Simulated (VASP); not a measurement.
# Zn (P6_3/mmc) in VASP: further runs

Runs on Zn. Level: LDA. Tasks: single point, relaxation of cell and atoms.

Everything below comes from runs of VASP 6.6.1. Logs are shortened: lines on timing, memory, paths and dates and some standing lists are left out, and cuts for length are marked.

## (1) The cell of the first run

It takes space group P6_3/mmc (No. 194, hexagonal). The conventional cell has a = 2.559 Å, b = 2.559 Å, c = 4.779 Å, α = 90.00°, β = 90.00°, γ = 120.00°. Zn (site symmetry -6m2) has 12 Zn at 2.56 to 2.81 Å within 3.4 Å.

## (2) Single point, LDA

Contents of INCAR:

```
PREC = Accurate
ENCUT = 500
EDIFF = 1E-6
ISMEAR = -1
SIGMA = 0.02
LREAL = F
LASPH = T
NELM = 120
ALGO = Normal
ISIF = 2
LWAVE = F
LCHARG = F
NBANDS = 19
GGA_COMPAT = F
```

Contents of KPOINTS:

```
Automatic mesh
0
Gamma
  7 7 4
```

Contents of POSCAR:

```
Zn
1.0
    2.5594020296      0.0000000000      0.0000000000
   -1.2797010148      2.2165071761      0.0000000000
    0.0000000000      0.0000000000      4.7790238135
Zn
2
Direct
    0.3333333333      0.6666666667      0.2500000000
    0.6666666667      0.3333333333      0.7500000000
```

Potentials or basis: VASP PAW LDA potentials, release 64 (Zn).

The run is started by

```console
$ cat potpaw_LDA.64/Zn/POTCAR > POTCAR
$ mpirun -np 1 vasp_std > vasp.out
```

OUTCAR:

```text
PREC = Accurate
   ENCUT = 500
   EDIFF = 1E-6
   ISMEAR = -1
   LREAL = F
   LASPH = T
   NELM = 120
   ISIF = 2

 ion  position               nearest neighbor table
   1  0.333  0.667  0.250-   2 2.81   2 2.81   2 2.81   2 2.81   2 2.81   2 2.81
   2  0.667  0.333  0.750-   1 2.81   1 2.81   1 2.81   1 2.81   1 2.81   1 2.81

  LATTYP: Found a hexagonal cell.
 ALAT       =     2.5594020296
 C/A-ratio  =     1.8672423317

  Lattice vectors:

 A1 = (   2.5594020296,   0.0000000000,   0.0000000000)
 A2 = (  -1.2797010148,   2.2165071761,   0.0000000000)
 A3 = (   0.0000000000,   0.0000000000,   4.7790238135)

Analysis of symmetry for initial positions (statically):
=====================================================================
 Subroutine PRICEL returns:
 Original cell was already a primitive cell.

 Routine SETGRP: Setting up the symmetry group for a
 hexagonal supercell.

 Subroutine GETGRP returns: Found 24 space group operations
 (whereof 12 operations were pure point group operations)
 out of a pool of 24 trial point group operations.

The static configuration has the point symmetry D_3d.
 The point group associated with its full space group is D_6h.

Analysis of symmetry for dynamics (positions and initial velocities):
=====================================================================
 Subroutine PRICEL returns:
 Original cell was already a primitive cell.

 Routine SETGRP: Setting up the symmetry group for a
 hexagonal supercell.

 Subroutine GETGRP returns: Found 24 space group operations
 (whereof 12 operations were pure point group operations)
 out of a pool of 24 trial point group operations.

The dynamic configuration has the point symmetry D_3d.
 The point group associated with its full space group is D_6h.

 Subroutine INISYM returns: Found 24 space group operations
 (whereof 12 operations are pure point group operations),
 and found     1 'primitive' translations

----------------------------------------------------------------------------------------

                                     Primitive cell

  volume of cell :      27.1111

  direct lattice vectors                    reciprocal lattice vectors
     2.559402030  0.000000000  0.000000000     0.390716264  0.225580140  0.000000000
    -1.279701015  2.216507176  0.000000000     0.000000000  0.451160281  0.000000000
     0.000000000  0.000000000  4.779023814     0.000000000  0.000000000  0.209247754

  length of vectors
[... 79 lines left out ...]
   ENCUT  =  500.0 eV  36.75 Ry    6.06 a.u.   4.67  4.67  8.71*2*pi/ulx,y,z
   NELM   =    120;   NELMIN=  2; NELMDL= -5     # of ELM steps
   EDIFF  = 0.1E-05   stopping-criterion for ELM
   LREAL  =      F    real-space projection
   EDIFFG = 0.1E-04   stopping-criterion for IOM
   NSW    =      0    number of steps for IOM
   IBRION =     -1    ionic relax: 0-MD 1-quasi-New 2-CG
   NFREE  =      0    steps in history (QN), initial steepest desc. (CG)
   ISIF   =      2    stress and relaxation
   ISYM   =      2    0-nonsym 1-usesym 2-fastsym
   POTIM  = 0.5000    time-step for ionic-motion
   TEBEG  =    0.0;   TEEND  =   0.0 temperature during run
   PSTRESS=    0.0 pullay stress
   NELECT =      24.0000    total number of electrons
   NUPDOWN=      -1.0000    fix difference up-down
   EMIN   =  10.00;   EMAX   =-10.00  energy-range for DOS
   EFERMI =   0.00;   METHOD = LEGACY
   ISMEAR =    -1;   SIGMA  =   0.02  broadening in eV -4-tet -1-fermi 0-gaus
   EFERMI_NEDOS =   21; number of points for ismear=-14 and -15
   IALGO  =     38    algorithm
   IMIX   =      4    mixing-type and parameters
     AMIX     =   0.40;   BMIX     =  1.00
     AMIX_MAG =   1.60;   BMIX_MAG =  1.00
  volume/ion in A,a.u.               =      13.56        91.48
  Fermi-wavevector in a.u.,A,eV,Ry     =   1.571917  2.970493 33.618952  2.470923
  Thomas-Fermi vector in A             =   2.673429
   LORBIT       =      0    0 simple, 1 ext, 2 COOP (PROOUT), +10 PAW based schemes
   GGA     = CA    functional components
   LHFCALC =     F    Hartree Fock is set to
   AEXX    =    0.0000 exact exchange contribution
   IVDW    =     0    specifies the selected vdW correction
   LEPSILON=     F    determine dielectric tensor
   LRPA    =     F    only Hartree local field effects (RPA)
 non-spin polarized calculation
  energy-cutoff  :      500.00
  volume of cell :       27.11
 maximum number of plane-waves:       702
 NGX is ok and might be reduce to    20
   NGX =  9   NGY =  9   NGZ = 17

 number of electron      24.0000001 magnetization

 Free energy of the ion-electron system (eV)
  ---------------------------------------------------
  ext. energy  EPLUGINS =         0.00000000
  ---------------------------------------------------
  free energy    TOTEN  =        -3.81834405 eV

  energy without entropy =       -3.81763035  energy(sigma->0) =       -3.81798720

 E-fermi :   3.8912     XC(G=0): -12.5083

 val. band max:        3.8433784079   @ k =   0.2857   0.1429   0.0000
 cond. band min:       4.0073740720   @ k =   0.0000   0.0000   0.2500
 fundamental gap:      0.1639956641
 Fermi energy:         3.8912060530

 k-point     1 :       0.0000    0.0000    0.0000
  band No.  band energies     occupation
      1      -7.6012      2.00000
      2      -5.5004      2.00000
      3      -4.6273      2.00000
      4      -4.3250      2.00000
      5      -4.3250      2.00000
      6      -4.2638      2.00000
[... 505 lines left out ...]
      6      -4.2990      2.00000
[... 11 lines left out ...]
     18      15.5311      0.00000
     19      20.1710      0.00000

------------------------ aborting loop because EDIFF is reached ----------------------------------------

  FORCE on cell =-STRESS in cart. coord.  units (eV):
  Direction    XX          YY          ZZ          XY          YZ          ZX
  --------------------------------------------------------------------------------------
  -------------------------------------------------------------------------------------
  Total        0.1927014      0.1927014      0.1115491      0.0000000      0.0000000      0.0000000
  in kB       11.3880319     11.3880319      6.5921920      0.0000000      0.0000000      0.0000000
  external PRESSURE =       9.7894186 kB  Pullay stress =       0.0000000 kB

 VOLUME and BASIS-vectors are now :
 -----------------------------------------------------------------------------
  energy-cutoff  :      500.00
  volume of cell :       27.11
      direct lattice vectors                 reciprocal lattice vectors
     2.559402030  0.000000000  0.000000000     0.390716264  0.225580140  0.000000000
    -1.279701015  2.216507176  0.000000000     0.000000000  0.451160281  0.000000000
     0.000000000  0.000000000  4.779023814     0.000000000  0.000000000  0.209247754

 POSITION                                       TOTAL-FORCE (eV/Angst)
 -----------------------------------------------------------------------------------
     -0.00000      1.47767      1.19476         0.000000      0.000000      0.000000
      1.27970      0.73884      3.58427        -0.000000     -0.000000      0.000000
 -----------------------------------------------------------------------------------
    total drift:                                0.000000     -0.000000      0.000000

  FREE ENERGIE OF THE ION-ELECTRON SYSTEM (eV)
  ---------------------------------------------------
  free  energy   TOTEN  =        -3.8183440482 eV

  energy  without entropy=       -3.8176303472  energy(sigma->0) =       -3.81798720
```

OSZICAR:

```text
N       E                     dE             d eps       ncg     rms          rms(c)
DAV:   1     0.109668471443E+03    0.10967E+03   -0.11870E+04   960   0.200E+03
DAV:   2     0.889515241813E+00   -0.10878E+03   -0.10331E+03   918   0.293E+02
DAV:   3    -0.412199964895E+01   -0.50115E+01   -0.49895E+01  1032   0.694E+01
DAV:   4    -0.414804850090E+01   -0.26049E-01   -0.26043E-01  1005   0.510E+00
DAV:   5    -0.414808078801E+01   -0.32287E-04   -0.32287E-04  1043   0.165E-01    0.519E+00
DAV:   6    -0.385170926218E+01    0.29637E+00   -0.10324E+00  1014   0.226E+01    0.361E+00
DAV:   7    -0.382863290684E+01    0.23076E-01   -0.43557E-02  1151   0.364E+00    0.181E+00
DAV:   8    -0.381837448275E+01    0.10258E-01   -0.31395E-03  1292   0.791E-01    0.555E-02
DAV:   9    -0.381834101064E+01    0.33472E-04   -0.30179E-04  1175   0.201E-01    0.314E-02
DAV:  10    -0.381834407799E+01   -0.30673E-05   -0.18557E-05   976   0.372E-02    0.255E-03
DAV:  11    -0.381834404818E+01    0.29806E-07   -0.53690E-07   600   0.961E-03
   1 F= -.38183440E+01 E0= -.38179872E+01  d E =-.713701E-03
```

It took 7 s on 1 thread of Intel Xeon 6975P-C, shared host; peak memory 0.13 GiB.

Results:

```
Free energy            : -3.8183 eV
Pressure               : 1.0 GPa
Band gap on the k mesh : zero (band 12 reaches 5.30 eV, above the bottom of band 13 at 0.70 eV)
```

Caveat: the k points lie up to 0.40 Å⁻¹ apart.

## (3) Relaxation of cell and atoms, LDA

This run uses another cell than the first one, of 15.33 Å³/atom, 1.131 times its volume.

Contents of INCAR:

```
SYSTEM = Zn
PREC     = Accurate       ! precision mode
ENCUT    = 500            ! plane-wave cutoff, eV
EDIFF    = 1E-7           ! SCF threshold, eV
ISMEAR   = -1             ! smearing method
SIGMA    = 0.02           ! smearing width, eV
LREAL    = .FALSE.        ! projectors in reciprocal space
LASPH    = .TRUE.         ! aspherical terms in the spheres
NELM     = 120            ! most SCF steps
ALGO     = Normal         ! electronic algorithm
ISIF     = 3              ! what is computed and relaxed
LWAVE    = .FALSE.        ! write WAVECAR
LCHARG   = .FALSE.        ! write CHGCAR
IBRION   = 2              ! ionic algorithm
NSW      = 80             ! ionic steps
EDIFFG   = -0.02          ! ionic threshold
GGA_COMPAT= .FALSE.      
NELMIN   = 4
```

Contents of KPOINTS:

```
regular mesh
0
G
  7 7 4
  0 0 0
```

Contents of POSCAR:

```
Zn
1.0
    2.6700000000      0.0000000000      0.0000000000
   -1.3350000000      2.3122878300      0.0000000000
    0.0000000000      0.0000000000      4.9660000000
Zn
2
Direct
    0.3333333333      0.6666666667      0.2500000000
    0.6666666667      0.3333333333      0.7500000000
```

Potentials or basis: VASP PAW LDA potentials, release 64 (Zn).

The run is started by

```console
$ cat potpaw_LDA.64/Zn/POTCAR > POTCAR
$ mpirun -np 1 vasp_std > vasp.out
```

Wall time 26 s (1 thread of Intel Xeon 6975P-C, shared host); peak memory 0.13 GiB.

Results (log left out):

* Free energy: -3.8193 eV
* Relaxed volume: 13.67 Å³/atom
* Relaxed cell: a = 2.567 Å, b = 2.567 Å, c = 4.791 Å, α = 90.00°, β = 90.00°, γ = 120.00°
* Space group after relaxing (to 0.05 Å): P6_3/mmc (No. 194)
* Energy gained by relaxing: 53.1 meV/atom
* Ionic steps: 5
* Pressure after relaxing: 0.0 GPa
* Band gap on the k mesh: zero (band 12 reaches 5.22 eV, above the bottom of band 13 at 0.63 eV)

The path:
```tsv
step	energy change (eV)	largest force (eV/Å)	pressure (GPa)	volume (Å³)
1	0.0000	0.0000	-9.08	30.66
2	-0.1006	0.0000	2.03	26.96
3	-0.1045	0.0000	-0.20	27.49
4	-0.1061	0.0000	-0.04	27.38
5	-0.1062	0.0000	0.04	27.34
```

Final structure:
```
CELL_PARAMETERS angstrom
2.56712 0.00000 0.00000
-1.28356 2.22319 0.00000
0.00000 0.00000 4.79071
ATOMIC_POSITIONS crystal
Zn 0.33333 0.66667 0.25000
Zn 0.66667 0.33333 0.75000
```

Levels at points of the mesh, in eV from the Fermi level:
```
           k point  band 10  band 11  band 12  band 13  band 14  band 15
(0.00, 0.00, 0.00)    -7.47    -7.47    -4.32    -3.19    14.21    18.17
(0.00, 0.00, 0.50)    -7.58    -7.58    -7.58     4.69     4.69    20.13
```

Caveat: the k points lie up to 0.40 Å⁻¹ apart in the final cell; the volume moved by -11 % from the deposited cell, more than functionals usually miss. Zero-point motion and thermal expansion aren't in these numbers.
